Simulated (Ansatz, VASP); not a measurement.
# P in VASP and in Ansatz

```
P
1.0
     3.23447    0.00000    0.00000
     0.00000   34.33418    0.00000
     0.00000    0.00000    4.56260
P
4
Direct
  0.00000 0.97026 0.59215
  0.00000 0.02974 0.40785
  0.50000 0.02974 0.09215
  0.50000 0.97026 0.90785
```

Change from the starting cell: strain -0.015 along x and y, -0.015 along z, atoms carried along.

Alike in both runs: task single point; functional PBEsol; k mesh 8 × 1 × 6; occupations gaussian, width 0.05 eV; no spin polarisation.

|  | VASP | Ansatz |
| --- | --- | --- |
| version | VASP 6.6.1 | Ansatz 0.2.0 |
| potentials or method | VASP PAW PBE potentials, release 64 (P), cutoff 520 eV | scalar-relativistic, plane waves, PAW |
| valence electrons in the cell | 20 | 20 |

```csv
,VASP,Ansatz,Ansatz less VASP
gap on the k mesh at the Fermi level (eV),0.87,0.85,-0.020
least direct gap on the mesh (eV),0.87,0.86,-0.013
rms of the force components (eV/Å),0.370,0.381,+0.0113
```

VASP's potentials were made for PBE, not for PBEsol. Atom by atom the forces differ by 0.012 eV/Å (rms over components). With one functional, cell and mesh, what is left measures potentials, basis and numerics.
